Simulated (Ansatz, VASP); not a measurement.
## C in VASP and in Ansatz

```
C
1.0
     2.48936    0.00000    0.00000
    -1.24468    2.15585    0.00000
     0.00000    0.00000    4.22300
C
4
Direct
  0.33333 0.66667 0.99980
  0.66667 0.33333 0.49980
  0.33333 0.66667 0.37420
  0.66667 0.33333 0.87420
```

Change from the starting cell: strained cell.

Alike in both runs: functional PBEsol; k mesh 9 × 9 × 6; occupations gaussian, width 0.02 eV; no spin polarisation.

Ansatz relaxed the structure, and its values are those at the end. VASP's run is a single point on that final structure, the one shown.

|  | VASP | Ansatz |
| --- | --- | --- |
| version | VASP 6.6.1 | Ansatz 0.2.0 |
| potentials or method | VASP PAW PBE potentials, release 64 (C), cutoff 520 eV | scalar-relativistic, plane waves, PAW |
| valence electrons in the cell | 16 | 16 |

```tsv
	VASP	Ansatz	Ansatz less VASP
gap on the k mesh at the Fermi level (eV)	3.05	3.07	+0.017
least direct gap on the mesh (eV)	4.77	4.77	+0.001
pressure (GPa)	-2.1	-3.2	-1.11
rms of the force components (eV/Å)	0.007	0.001	-0.0060
```

VASP's potentials were made for PBE, not for PBEsol, and Ansatz warns of the same on its side. With one functional, cell and mesh, what is left measures potentials, basis and numerics. Ansatz's warnings: stress scf threshold loose.
